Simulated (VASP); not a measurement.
**MoS2: relaxation of cell and atoms with PBE+D3(BJ)**

Crystal: MoS2.

```xyz
6
Lattice="3.1492 0.0000 0.0000 -1.5746 2.7273 0.0000 0.0000 0.0000 12.0897" Properties=species:S:1:pos:R:3 pbc="T T T"
Mo    0.0000    1.8182    3.0224
Mo    1.5746    0.9091    9.0673
S     0.0000    1.8182    7.5016
S     1.5746    0.9091    1.4567
S     0.0000    1.8182   10.6331
S     1.5746    0.9091    4.5882
```

```yaml
Program: VASP 6.6.1
Task: relaxation of cell and atoms
Functional: PBE
Dispersion: D3(BJ)
Potentials_or_basis: VASP PAW PBE potentials, release 64 (Mo_sv, S)
Cutoff: 600 eV
k_mesh: 8 × 8 × 2
Occupations: gaussian, width 0.05 eV
Spin: no spin polarisation
Dipole_correction: no
Further_INCAR_settings: ALGO = Normal; EDIFF = 1e-06; IBRION = 2; EDIFFG = -0.01; NSW = 50; ISIF = 3
```

```json
{
 "Relaxed volume": "17.30 Å³/atom",
 "Relaxed cell": "a = 3.149 Å, b = 3.149 Å, c = 12.086 Å, α = 90.00°, β = 90.00°, γ = 120.00°",
 "Space group after relaxing (to 0.05 Å)": "P6_3/mmc (No. 194)",
 "Energy gained by relaxing": "0.0 meV/atom",
 "Ionic steps": "3",
 "Pressure after relaxing": "0.0 GPa",
 "Band gap on the k mesh": "0.90 eV, indirect (least direct gap 1.98 eV)",
 "Dispersion energy per atom": "-0.438 eV"
}
```

Forces in eV/Å, atoms in the order of the input:
```
Mo   0.000  0.000  0.000
Mo   0.000  0.000  0.000
S    0.000  0.000 -0.003
S    0.000  0.000 -0.003
S    0.000  0.000  0.003
S    0.000  0.000  0.003
```

Final structure:
```cif
data_structure
_symmetry_space_group_name_H-M 'P 1'
_symmetry_Int_Tables_number 1
_cell_length_a 3.1487
_cell_length_b 3.1487
_cell_length_c 12.0864
_cell_angle_alpha 90.000
_cell_angle_beta 90.000
_cell_angle_gamma 120.000
_cell_volume 103.77
loop_
_atom_site_label
_atom_site_type_symbol
_atom_site_fract_x
_atom_site_fract_y
_atom_site_fract_z
_atom_site_occupancy
Mo1 Mo 0.33333 0.66667 0.25000 1
Mo2 Mo 0.66667 0.33333 0.75000 1
S1 S 0.33333 0.66667 0.62050 1
S2 S 0.66667 0.33333 0.12050 1
S3 S 0.33333 0.66667 0.87950 1
S4 S 0.66667 0.33333 0.37950 1
```

Levels at points of the mesh, in eV from the valence-band top:
| k point | band 22 | band 23 | band 24 | band 25 | band 26 | band 27 | band 28 | band 29 | band 30 | band 31 |
| --- | --- | --- | --- | --- | --- | --- | --- | --- | --- | --- |
| (0.00, 0.00, 0.00) | -2.15 | -2.15 | -1.28 | -1.11 | 0.00 | 2.09 | 2.09 | 2.13 | 2.13 | 2.23 |
| (0.50, 0.00, 0.00) | -2.55 | -1.78 | -1.53 | -1.49 | -1.34 | 1.62 | 1.68 | 1.99 | 2.31 | 2.83 |
| (0.00, 0.00, 0.50) | -2.18 | -2.18 | -2.18 | -0.27 | -0.27 | 2.10 | 2.10 | 2.10 | 2.10 | 2.36 |
| (0.50, 0.00, 0.50) | -2.74 | -1.65 | -1.65 | -1.40 | -1.40 | 1.64 | 1.64 | 2.17 | 2.17 | 3.23 |

Run time: 2.3 min on 1 thread of Intel(R) Xeon(R) Platinum 8559C (Emerald Rapids), on a shared host, peak memory 0.31 GiB.

A k mesh can miss the band edges. PBE gaps usually lie below the measured ones, often by a third to a half.
